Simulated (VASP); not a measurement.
BN: single point with PBE+D4

The system is BN.

```
B N
1.0
     0.00000    3.30684    2.16920
     1.25421    0.00000    2.16920
     1.25421    3.30684    0.00000
B N
1 1
Direct
  0.00011 0.00011 0.99989
  0.66659 0.66659 0.33341
```

| Item | Value |
| --- | --- |
| Program | VASP 6.6.1 |
| Task | single point |
| Functional | PBE |
| Dispersion | D4 |
| Potentials or basis | VASP PAW PBE potentials, release 64 (B, N) |
| Cutoff | 520 eV |
| k mesh | 10 × 10 × 10 |
| Occupations | fermi-dirac, width 0.02 eV |
| Spin | no spin polarisation |
| Dipole correction | no |
| Further INCAR settings | ALGO = Normal; EDIFF = 1e-06; NBANDS = 11 |

```
Pressure                   : 0.1 GPa
Band gap on the k mesh     : 3.59 eV, indirect (least direct gap 4.66 eV)
Dispersion energy per atom : -0.161 eV
```

Stress tensor (GPa, compression positive):
```
 0.16  0.00  0.00
 0.00 -0.14  0.00
 0.00  0.00  0.16
```

Levels at points of the mesh, in eV from the valence-band top:
| k point | band 1 | band 2 | band 3 | band 4 | band 5 | band 6 | band 7 | band 8 | band 9 |
| --- | --- | --- | --- | --- | --- | --- | --- | --- | --- |
| (0.00, 0.00, 0.00) | -17.93 | -4.20 | -1.45 | -1.45 | 5.12 | 11.42 | 11.52 | 13.00 | 14.57 |
| (0.50, 0.00, 0.00) | -14.70 | -9.01 | -4.24 | -1.05 | 4.55 | 9.77 | 13.56 | 16.23 | 20.33 |
| (0.50, 0.50, 0.00) | -14.77 | -9.14 | -4.23 | -0.37 | 6.02 | 9.35 | 12.35 | 14.04 | 19.76 |
| (0.50, 0.00, 0.50) | -17.62 | -6.35 | -1.49 | -1.44 | 10.14 | 11.36 | 11.46 | 12.16 | 16.42 |
| (0.00, 0.50, 0.50) | -14.60 | -8.86 | -4.30 | -1.66 | 3.59 | 9.76 | 14.86 | 18.97 | 20.63 |

It took 29 s on 1 thread of Intel(R) Xeon(R) Platinum 8559C (Emerald Rapids) (shared host), peak memory 0.16 GiB.

A k mesh can miss the band edges. A hybrid or GW would open this gap; PBE tends to underestimate it.
